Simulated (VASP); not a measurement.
# NdHf (P4/nmm) in VASP: a series of runs

NdHf is run at these levels: PBE; tasks: relaxation of shape and atoms at fixed volume, single point.

Everything below comes from runs of VASP 6.6.1. Logs are shortened: lines on timing, memory, paths and dates and some standing lists are left out, and cuts for length are marked.

### 1 The cell of the first run

It takes space group P4/nmm (No. 129, tetragonal). Conventional cell: a = 3.400 Å, b = 3.400 Å, c = 10.691 Å, α = 90.00°, β = 90.00°, γ = 90.00°. Nd (site symmetry 4mm) has 8 Nd at 3.40 to 4.09 Å and 4 Hf at 3.58 Å within 4.5 Å. Within 4.2 Å of Hf (site symmetry 4mm) lie 8 Hf at 3.17 to 3.40 Å and 4 Nd at 3.58 Å.

### 2 Relaxation of shape and atoms at fixed volume, PBE (30.90 Å³/atom)

File INCAR:

```
ALGO     = Normal         # electronic algorithm
EDIFF    = 1E-7           # SCF threshold, eV
EDIFFG   = -0.01          # ionic threshold
ENCUT    = 500            # plane-wave cutoff, eV
GGA      = PE             # functional
GGA_COMPAT= F            
IBRION   = 2              # ionic algorithm
ISIF     = 4              # what is computed and relaxed
ISMEAR   = 0              # smearing method
LASPH    = T              # aspherical terms in the spheres
LCHARG   = F              # write CHGCAR
LMAXMIX  = 6              # l up to which the mixer works
LREAL    = F              # projectors in reciprocal space
LWAVE    = F              # write WAVECAR
NELM     = 200            # most SCF steps
NELMIN   = 4            
NSW      = 50             # ionic steps
PREC     = Accurate       # precision mode
SIGMA    = 0.1            # smearing width, eV
```

File KPOINTS:

```
k-points
0
Gamma
  10 10 4
```

File POSCAR:

```
NdHf
1.0
    3.4000963766      0.0000000000      0.0000000000
    0.0000000000      3.4000963766      0.0000000000
    0.0000000000      0.0000000000     10.6906361772
Nd Hf
2 2
Direct
    0.0000000000      0.5000000000      0.1549733820
    0.5000000000      0.0000000000      0.8450266180
    0.0000000000      0.5000000000      0.5965959043
    0.5000000000      0.0000000000      0.4034040957
```

Potentials or basis: VASP PAW PBE potentials, release 64 (Nd_3, Hf_pv), 4f in core.

Command:

```sh
cat potpaw_PBE.64/Nd_3/POTCAR potpaw_PBE.64/Hf_pv/POTCAR > POTCAR
mpirun -np 1 vasp_std > vasp.out
```

OUTCAR:

```text
EDIFF = 1E-7
   EDIFFG = -0.01
   ENCUT = 500
   GGA = PE
   IBRION = 2
   ISIF = 4
   ISMEAR = 0
   LASPH = T
   LREAL = F
   NELM = 200
   NELMIN = 4
   NSW = 50
   PREC = Accurate

 ion  position               nearest neighbor table
   1  0.000  0.500  0.155-   4 3.58   4 3.58   4 3.58   4 3.58
   2  0.500  0.000  0.845-   3 3.58   3 3.58   3 3.58   3 3.58
   3  0.000  0.500  0.597-   4 3.17   4 3.17   4 3.17   4 3.17   2 3.58   2 3.58   2 3.58   2 3.58

   4  0.500  0.000  0.403-   3 3.17   3 3.17   3 3.17   3 3.17   1 3.58   1 3.58   1 3.58   1 3.58

  LATTYP: Found a simple tetragonal cell.
 ALAT       =     3.4000963766
 C/A-ratio  =     3.1442156319

  Lattice vectors:

 A1 = (   3.4000963766,   0.0000000000,   0.0000000000)
 A2 = (   0.0000000000,   3.4000963766,   0.0000000000)
 A3 = (   0.0000000000,   0.0000000000,  10.6906361772)

Analysis of symmetry for initial positions (statically):
=====================================================================
 Subroutine PRICEL returns:
 Original cell was already a primitive cell.

 Routine SETGRP: Setting up the symmetry group for a
 simple tetragonal supercell.

 Subroutine GETGRP returns: Found 16 space group operations
 (whereof  8 operations were pure point group operations)
 out of a pool of 16 trial point group operations.

The static configuration has the point symmetry D_2d.
 The point group associated with its full space group is D_4h.

Analysis of symmetry for dynamics (positions and initial velocities):
=====================================================================
 Subroutine PRICEL returns:
 Original cell was already a primitive cell.

 Routine SETGRP: Setting up the symmetry group for a
 simple tetragonal supercell.

 Subroutine GETGRP returns: Found 16 space group operations
 (whereof  8 operations were pure point group operations)
 out of a pool of 16 trial point group operations.

The dynamic configuration has the point symmetry D_2d.
 The point group associated with its full space group is D_4h.

 Subroutine INISYM returns: Found 16 space group operations
 (whereof  8 operations are pure point group operations),
 and found     1 'primitive' translations

----------------------------------------------------------------------------------------

                                     Primitive cell

  volume of cell :     123.5908

[... 95 lines left out ...]
   NSW    =     50    number of steps for IOM
   IBRION =      2    ionic relax: 0-MD 1-quasi-New 2-CG
   NFREE  =      1    steps in history (QN), initial steepest desc. (CG)
   ISIF   =      4    stress and relaxation
   ISYM   =      2    0-nonsym 1-usesym 2-fastsym
   POTIM  = 0.5000    time-step for ionic-motion
   TEBEG  =    0.0;   TEEND  =   0.0 temperature during run
   PSTRESS=    0.0 pullay stress
   NELECT =      42.0000    total number of electrons
   NUPDOWN=      -1.0000    fix difference up-down
   EMIN   =  10.00;   EMAX   =-10.00  energy-range for DOS
   EFERMI =   0.00;   METHOD = LEGACY
   ISMEAR =     0;   SIGMA  =   0.10  broadening in eV -4-tet -1-fermi 0-gaus
   EFERMI_NEDOS =   21; number of points for ismear=-14 and -15
   IALGO  =     38    algorithm
   IMIX   =      4    mixing-type and parameters
     AMIX     =   0.40;   BMIX     =  1.00
     AMIX_MAG =   1.60;   BMIX_MAG =  1.00
  volume/ion in A,a.u.               =      30.90       208.51
  Fermi-wavevector in a.u.,A,eV,Ry     =   1.142429  2.158878 17.757566  1.305144
  Thomas-Fermi vector in A             =   2.279127
   LORBIT       =      0    0 simple, 1 ext, 2 COOP (PROOUT), +10 PAW based schemes
   GGA     = PE    functional components
   LHFCALC =     F    Hartree Fock is set to
   AEXX    =    0.0000 exact exchange contribution
   IVDW    =     0    specifies the selected vdW correction
   LEPSILON=     F    determine dielectric tensor
   LRPA    =     F    only Hartree local field effects (RPA)
 conjugate gradient relaxation of ions
 non-spin polarized calculation
 Gauss-broadening in eV      SIGMA  =   0.10
  energy-cutoff  :      500.00
  volume of cell :      123.59
 maximum number of plane-waves:      3164
 NGX is ok and might be reduce to    28
   NGX = 13   NGY = 13   NGZ = 39

--------------------------------------- Ionic step        1  -------------------------------------------

 number of electron      42.0000003 magnetization

 Free energy of the ion-electron system (eV)
  ---------------------------------------------------
  ext. energy  EPLUGINS =         0.00000000
  ---------------------------------------------------
  free energy    TOTEN  =       -28.55219857 eV

  energy without entropy =      -28.51916179  energy(sigma->0) =      -28.53568018

------------------------ aborting loop because EDIFF is reached ----------------------------------------

  FORCE on cell =-STRESS in cart. coord.  units (eV):
  Direction    XX          YY          ZZ          XY          YZ          ZX
  --------------------------------------------------------------------------------------
  -------------------------------------------------------------------------------------
  Total       -3.5230388     -3.5230388     -3.3968054      0.0000000      0.0000000      0.0000000
  in kB      -45.6711563    -45.6711563    -44.0347204      0.0000000      0.0000000      0.0000000
  external PRESSURE =     -45.1256777 kB  Pullay stress =       0.0000000 kB
[... 253 lines left out ...]
--------------------------------------- Ionic step        8  -------------------------------------------

 number of electron      42.0000005 magnetization

 Free energy of the ion-electron system (eV)
  ---------------------------------------------------
  ext. energy  EPLUGINS =         0.00000000
  ---------------------------------------------------
  free energy    TOTEN  =       -28.56062769 eV

  energy without entropy =      -28.52860008  energy(sigma->0) =      -28.54461389

 E-fermi :   3.4490     XC(G=0): -10.0018

 val. band max:        3.4446077369   @ k =   0.3000   0.2000   0.2500
 cond. band min:       3.4626562857   @ k =   0.3000   0.2000   0.2500
 fundamental gap:      0.0180485488
 Fermi energy:         3.4489971481

 k-point     1 :       0.0000    0.0000    0.0000
  band No.  band energies     occupation
      1     -34.4443      2.00000
      2     -34.4282      2.00000
      3     -27.5305      2.00000
      4     -27.3775      2.00000
      5     -27.3775      2.00000
      6     -27.2171      2.00000
[... 661 lines left out ...]
     24       4.3396      0.00000
     25       4.5263      0.00000

 [... further k-points ...]
[... 5 lines left out ...]
  --------------------------------------------------------------------------------------
  -------------------------------------------------------------------------------------
  Total       -3.1595123     -3.1595123     -3.1330810      0.0000000      0.0000000      0.0000000
  in kB      -40.9585549    -40.9585549    -40.6159108      0.0000000      0.0000000      0.0000000
  external PRESSURE =     -40.8443402 kB  Pullay stress =       0.0000000 kB
[... 19 lines left out ...]
  FREE ENERGIE OF THE ION-ELECTRON SYSTEM (eV)
  ---------------------------------------------------
  free  energy   TOTEN  =       -28.5606276931 eV

  energy  without entropy=      -28.5286000790  energy(sigma->0) =      -28.54461389

 reached required accuracy - stopping structural energy minimisation
```

OSZICAR:

```text
N       E                     dE             d eps       ncg     rms          rms(c)
DAV:   1     0.271767731183E+03    0.27177E+03   -0.21578E+04  3158   0.152E+03
DAV:   2    -0.123901183595E+02   -0.28416E+03   -0.28166E+03  3663   0.381E+02
[... 85 lines left out ...]
DAV:   3    -0.285606438446E+02   -0.36111E-04   -0.18493E-03  5207   0.139E-01    0.788E-02
DAV:   4    -0.285606256236E+02    0.18221E-04   -0.18789E-04  4020   0.379E-02    0.266E-02
DAV:   5    -0.285606263717E+02   -0.74809E-06   -0.21157E-05  4593   0.275E-02    0.110E-02
DAV:   6    -0.285606275761E+02   -0.12044E-05   -0.59511E-06  4674   0.111E-02    0.532E-03
DAV:   7    -0.285606277311E+02   -0.15503E-06   -0.82327E-07  3637   0.398E-03    0.174E-03
DAV:   8    -0.285606276931E+02    0.38087E-07   -0.43483E-08  1897   0.130E-03
   8 F= -.28560628E+02 E0= -.28544614E+02  d E =-.648369E-03
```

Wall time 8.7 min (1 thread of Intel Xeon 6975P-C (Granite Rapids), shared host); peak memory 0.36 GiB.

Results:

* Free energy: -28.5606 eV
* Energy gained by relaxing: 2.1 meV/atom
* Ionic steps: 8
* Pressure after relaxing: -4.1 GPa
* Largest force after relaxing: 0.007 eV/Å
* Band gap on the k mesh: zero (bands 21 and 22 overlap by 1.11 eV)

Forces in eV/Å, atoms in the order of the input:
```
Nd   0.000  0.000  0.002
Nd   0.000  0.000 -0.002
Hf   0.000  0.000 -0.007
Hf   0.000  0.000  0.007
```

Step by step:
| step | energy change (eV) | largest force (eV/Å) | pressure (GPa) | volume (Å³) |
| --- | --- | --- | --- | --- |
| 1 | 0.0000 | 0.2069 | -4.51 | 123.59 |
| 2 | -0.0038 | 0.1314 | -4.41 | 123.59 |
| 3 | -0.0067 | 0.0444 | -4.22 | 123.59 |
| 4 | -0.0067 | 0.0442 | -4.21 | 123.59 |
| 5 | -0.0073 | 0.0420 | -4.19 | 123.59 |
| 6 | -0.0078 | 0.0378 | -4.15 | 123.59 |
| 7 | -0.0081 | 0.0266 | -4.13 | 123.59 |
| 8 | -0.0084 | 0.0073 | -4.08 | 123.59 |

Final structure:
```cif
data_structure
_symmetry_space_group_name_H-M 'P 1'
_symmetry_Int_Tables_number 1
_cell_length_a 3.3858
_cell_length_b 3.3858
_cell_length_c 10.7813
_cell_angle_alpha 90.000
_cell_angle_beta 90.000
_cell_angle_gamma 90.000
_cell_volume 123.59
loop_
_atom_site_label
_atom_site_type_symbol
_atom_site_fract_x
_atom_site_fract_y
_atom_site_fract_z
_atom_site_occupancy
Nd1 Nd 0.00000 0.50000 0.15794 1
Nd2 Nd 0.50000 0.00000 0.84206 1
Hf1 Hf 0.00000 0.50000 0.59401 1
Hf2 Hf 0.50000 0.00000 0.40599 1
```

Levels at points of the mesh, in eV from the Fermi level:
| k point | band 17 | band 18 | band 19 | band 20 | band 21 | band 22 | band 23 | band 24 | band 25 |
| --- | --- | --- | --- | --- | --- | --- | --- | --- | --- |
| (0.00, 0.00, 0.00) | -2.87 | -2.19 | -1.64 | -0.50 | -0.42 | 0.36 | 0.98 | 1.12 | 1.47 |
| (0.50, 0.00, 0.00) | -1.34 | -1.34 | -0.48 | -0.48 | 0.24 | 0.24 | 1.11 | 1.11 | 1.21 |
| (0.50, 0.50, 0.00) | -1.47 | -1.47 | -1.39 | -1.39 | -0.09 | -0.09 | 0.04 | 0.04 | 2.41 |
| (0.00, 0.00, 0.50) | -2.45 | -2.09 | -1.62 | -0.77 | -0.09 | 0.30 | 1.03 | 1.43 | 1.50 |
| (0.50, 0.00, 0.50) | -1.51 | -1.51 | -0.12 | -0.12 | 0.24 | 0.24 | 0.91 | 0.91 | 1.13 |
| (0.50, 0.50, 0.50) | -1.71 | -1.71 | -1.22 | -1.22 | -0.78 | -0.78 | 0.89 | 0.89 | 2.37 |

Caveat: spin-orbit coupling is left out, which moves the levels of the heavy elements; the 4f electrons are frozen in the core, so they carry no moment and show no levels.

### 3 Single point, PBE

This run uses another cell than the first one, of 27.71 Å³/atom.

File INCAR:

```
SYSTEM = NdHf
PREC = Accurate
ENCUT = 500
EDIFF = 1E-6
ISMEAR = 0
SIGMA = 0.2
LREAL = .FALSE.
LASPH = .TRUE.
NELM = 200
ALGO = Normal
ISIF = 2
LWAVE = .FALSE.
LCHARG = .FALSE.
GGA = PE
NBANDS = 29
GGA_COMPAT = .FALSE.
LMAXMIX = 6
```

File KPOINTS:

```
regular mesh
0
G
  6 6 2
  0 0 0
```

File POSCAR:

```
NdHf
1.0
    3.3328494331      0.0000000000      0.0000000000
    0.0000000000      3.3328494331      0.0000000000
    0.0000000000      0.0000000000      9.9782293469
Nd Hf
2 2
Direct
    0.0000000000      0.5000000000      0.1467584162
    0.5000000000      0.0000000000      0.8532415838
    0.0000000000      0.5000000000      0.6008692092
    0.5000000000      0.0000000000      0.3991307908
```

Potentials or basis: VASP PAW PBE potentials, release 64 (Nd_3, Hf_pv), 4f in core.

Command:

```sh
cat potpaw_PBE.64/Nd_3/POTCAR potpaw_PBE.64/Hf_pv/POTCAR > POTCAR
mpirun -np 1 vasp_std > vasp.out
```

OUTCAR:

```text
SYSTEM = NdHf
   PREC = Accurate
   ENCUT = 500
   EDIFF = 1E-6
   ISMEAR = 0
   LREAL = .FALSE.
   LASPH = .TRUE.
   NELM = 200
   ISIF = 2
   GGA = PE

 ion  position               nearest neighbor table
   1  0.000  0.500  0.147-   4 3.45   4 3.45   4 3.45   4 3.45   2 3.76   2 3.76   2 3.76   2 3.76

   2  0.500  0.000  0.853-   3 3.45   3 3.45   3 3.45   3 3.45   1 3.76   1 3.76   1 3.76   1 3.76

   3  0.000  0.500  0.601-   4 3.10   4 3.10   4 3.10   4 3.10   2 3.45   2 3.45   2 3.45   2 3.45

   4  0.500  0.000  0.399-   3 3.10   3 3.10   3 3.10   3 3.10   1 3.45   1 3.45   1 3.45   1 3.45

  LATTYP: Found a simple tetragonal cell.
 ALAT       =     3.3328494331
 C/A-ratio  =     2.9939034292

  Lattice vectors:

 A1 = (   3.3328494331,   0.0000000000,   0.0000000000)
 A2 = (   0.0000000000,   3.3328494331,   0.0000000000)
 A3 = (   0.0000000000,   0.0000000000,   9.9782293469)

Analysis of symmetry for initial positions (statically):
=====================================================================
 Subroutine PRICEL returns:
[... 169 lines left out ...]

  energy without entropy =      -28.61886003  energy(sigma->0) =      -28.67536140

 E-fermi :   4.1251     XC(G=0): -10.4924

 val. band max:        4.0624261265   @ k =   0.3333   0.0000   0.0000
 cond. band min:       4.1267809183   @ k =   0.1667   0.1667   0.0000
 fundamental gap:      0.0643547918
 Fermi energy:         4.1251007039

 k-point     1 :       0.0000    0.0000    0.0000
  band No.  band energies     occupation
      1     -33.5437      2.00000
      2     -33.4807      2.00000
      3     -26.7326      2.00000
      4     -26.5205      2.00000
      5     -26.5205      2.00000
      6     -26.3735      2.00000
[... 629 lines left out ...]
     28       7.8536      0.00000
     29       8.4240      0.00000

------------------------ aborting loop because EDIFF is reached ----------------------------------------

  FORCE on cell =-STRESS in cart. coord.  units (eV):
  Direction    XX          YY          ZZ          XY          YZ          ZX
  --------------------------------------------------------------------------------------
  -------------------------------------------------------------------------------------
  Total        0.3629515      0.3629515      0.6893507      0.0000000      0.0000000      0.0000000
  in kB        5.2465563      5.2465563      9.9647397      0.0000000      0.0000000      0.0000000
  external PRESSURE =       6.8192841 kB  Pullay stress =       0.0000000 kB

 VOLUME and BASIS-vectors are now :
 -----------------------------------------------------------------------------
  energy-cutoff  :      500.00
  volume of cell :      110.84
      direct lattice vectors                 reciprocal lattice vectors
     3.332849433  0.000000000  0.000000000     0.300043557  0.000000000  0.000000000
     0.000000000  3.332849433  0.000000000     0.000000000  0.300043557  0.000000000
     0.000000000  0.000000000  9.978229347     0.000000000  0.000000000  0.100218182

 POSITION                                       TOTAL-FORCE (eV/Angst)
 -----------------------------------------------------------------------------------
      0.00000      1.66642      1.46439         0.000000      0.000000      0.048896
      1.66642      0.00000      8.51384         0.000000      0.000000     -0.048896
      0.00000      1.66642      5.99561         0.000000      0.000000     -0.047780
      1.66642      0.00000      3.98262         0.000000      0.000000      0.047780
 -----------------------------------------------------------------------------------
    total drift:                                0.000000      0.000000      0.000000

  FREE ENERGIE OF THE ION-ELECTRON SYSTEM (eV)
  ---------------------------------------------------
  free  energy   TOTEN  =       -28.7318627675 eV

  energy  without entropy=      -28.6188600313  energy(sigma->0) =      -28.67536140
```

OSZICAR:

```text
N       E                     dE             d eps       ncg     rms          rms(c)
DAV:   1     0.263146596761E+03    0.26315E+03   -0.21297E+04  1160   0.133E+03
DAV:   2    -0.127680232674E+02   -0.27591E+03   -0.26940E+03  1311   0.344E+02
DAV:   3    -0.296777509400E+02   -0.16910E+02   -0.16406E+02  1976   0.585E+01
DAV:   4    -0.304861136601E+02   -0.80836E+00   -0.80511E+00  1598   0.110E+01
DAV:   5    -0.305155526589E+02   -0.29439E-01   -0.29429E-01  1672   0.172E+00    0.474E+01
DAV:   6    -0.303032049773E+02    0.21235E+00   -0.24995E+01  1387   0.991E+00    0.492E+01
DAV:   7    -0.290769288440E+02    0.12263E+01   -0.34132E+00  1507   0.502E+00    0.395E+01
DAV:   8    -0.288230027202E+02    0.25393E+00   -0.34008E+00  1414   0.767E+00    0.200E+01
DAV:   9    -0.287307993679E+02    0.92203E-01   -0.61377E-01  1292   0.333E+00    0.721E-01
DAV:  10    -0.287319277738E+02   -0.11284E-02   -0.19076E-02  1600   0.641E-01    0.605E-01
DAV:  11    -0.287318597865E+02    0.67987E-04   -0.21009E-03  1379   0.306E-01    0.349E-01
DAV:  12    -0.287318669873E+02   -0.72008E-05   -0.35651E-04  1654   0.106E-01    0.179E-01
DAV:  13    -0.287318652520E+02    0.17353E-05   -0.22716E-05  1545   0.225E-02    0.132E-01
DAV:  14    -0.287318648396E+02    0.41238E-06   -0.11645E-05  1539   0.187E-02    0.283E-02
DAV:  15    -0.287318630800E+02    0.17596E-05   -0.16487E-06   962   0.866E-03    0.106E-02
DAV:  16    -0.287318627675E+02    0.31251E-06   -0.35887E-07   775   0.423E-03
   1 F= -.28731863E+02 E0= -.28675361E+02  d E =-.113003E+00
```

stdout:

```text
POSCAR found type information on POSCAR NdHf
 POSCAR found :  2 types and       4 ions
 scaLAPACK will be used
 LDA part: xc-table for (Slater+PW92), standard interpolation
 POSCAR, INCAR and KPOINTS ok, starting setup
 FFT: planning ... GRIDC
 FFT: planning ... GRID_SOFT
 FFT: planning ... GRID
 WAVECAR not read
 entering main loop
```

It took 49 s on 1 thread of AMD EPYC 7R13 (Zen 3), shared host; peak memory 0.2 GiB.

What came out:

```yaml
Free_energy: -28.7319 eV
Pressure: 0.7 GPa
Largest_force: 0.049 eV/Å
Band_gap_on_the_k_mesh: zero (bands 21 and 22 overlap by 1.60 eV)
```

Forces in eV/Å, atoms in the order of the input:
```
Nd   0.000  0.000  0.049
Nd   0.000  0.000 -0.049
Hf   0.000  0.000 -0.048
Hf   0.000  0.000  0.048
```

Levels at points of the mesh, in eV from the Fermi level:
```tsv
k point	band 17	band 18	band 19	band 20	band 21	band 22	band 23	band 24	band 25	band 26
(0.00, 0.00, 0.00)	-2.85	-2.40	-1.85	-0.58	-0.52	1.02	1.16	1.29	1.44	1.44
(0.50, 0.00, 0.00)	-1.46	-1.46	-0.37	-0.37	0.22	0.22	1.08	1.08	1.30	1.30
(0.50, 0.50, 0.00)	-1.69	-1.69	-1.55	-1.55	-0.14	-0.14	-0.07	-0.07	2.51	2.51
(0.00, 0.00, 0.50)	-2.53	-2.18	-1.77	-1.08	0.13	1.03	1.12	1.54	1.54	1.95
(0.50, 0.00, 0.50)	-1.70	-1.70	0.08	0.08	0.33	0.33	0.96	0.96	1.13	1.13
(0.50, 0.50, 0.50)	-2.00	-2.00	-1.32	-1.32	-1.21	-1.21	1.10	1.10	2.50	2.50
```

Caveat: spin-orbit coupling is left out, which moves the levels of the heavy elements; the 4f electrons are frozen in the core, so they carry no moment and show no levels. Spin polarisation is off, so any magnetic state and its effect on volume and gap are missing.

(Part 1 of 2 ends here.)

The gap in the log of VASP goes by the Fermi energy; the results here count the filled bands.